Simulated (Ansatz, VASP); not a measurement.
# Two plane-wave programs on As

The input INCAR:

```
SYSTEM = As
  ALGO = Normal
  EDIFF = 1E-6
  ENCUT = 520
  GGA = PS
  ISIF = 2
  ISMEAR = -1
  LASPH = .True.
  LCHARG = .True.
  LELF = .True.
  LREAL = .False.
  LVHAR = .True.
  LWAVE = .False.
  NBANDS = 12
  NELM = 80
  PREC = Accurate
  SIGMA = 0.05
```

The input KPOINTS:

```
k-points
0
Gamma
  7 7 7
  0 0 0
```

File POSCAR:

```
As
1.0
    1.9560287746      1.1293137395      3.5140619945
   -1.9560287746      1.1293137395      3.5140619945
    0.0000000000     -2.2586274792      3.5140619945
As
2
Direct
    0.2260000000      0.2260000000      0.2260000000
    0.7740000000      0.7740000000      0.7740000000
```

File input.yaml:

```yaml
crystal:
  lattice:
    - [1.9560287746, 1.1293137395, 3.5140619945]
    - [-1.9560287746, 1.1293137395, 3.5140619945]
    - [0.0, -2.2586274792, 3.5140619945]
  atoms:
    - { symbol: As, position: [0.226, 0.226, 0.226] }
    - { symbol: As, position: [0.774, 0.774, 0.774] }
hamiltonian:
  xc: pbesol
  pseudopotentials: { kind: paw }
kpoints:
  mp_grid: { grid: [7, 7, 7] }
scf:
  occupations: { method: fermi_dirac, width: 0.05 }
output:
  forces: true
  stress: true
  eigenvalues: true
```

Alike in both runs: task single point; functional PBEsol; k mesh 7 × 7 × 7; occupations fermi-dirac, width 0.05 eV; no spin polarisation.

|  | VASP | Ansatz |
| --- | --- | --- |
| version | VASP 6.6.1 | Ansatz 0.2.0 |
| potentials or method | VASP PAW PBE potentials, release 64 (As) | Ansatz PAW |
| plane-wave cutoff (eV) | 520 | 420 |
| valence electrons in the cell | 10 | 30 |

|  | VASP | Ansatz | Ansatz less VASP |
| --- | --- | --- | --- |
| gap on the k mesh at the Fermi level (eV) | 0.20 | 0.19 | -0.007 |
| least direct gap on the mesh (eV) | 0.65 | 0.65 | -0.001 |
| pressure (GPa) | -5.4 | -5.6 | -0.25 |
| traceless stress, the component that is largest in VASP (GPa) | 1.67 | 1.76 | +0.090 |
| rms of the force components (eV/Å) | 0.007 | 0.018 | +0.0109 |

VASP's potentials were made for PBE, not for PBEsol. Atom by atom the forces differ by 0.026 eV/Å (rms over components). VASP's potentials hold 10 valence electrons a cell and Ansatz's 30, so a difference there can come from the potentials and not from the codes.

Noted on Ansatz's run: odd divisions of the mesh miss points on the zone boundary, where band edges often lie, so the gap on the mesh can be too wide.
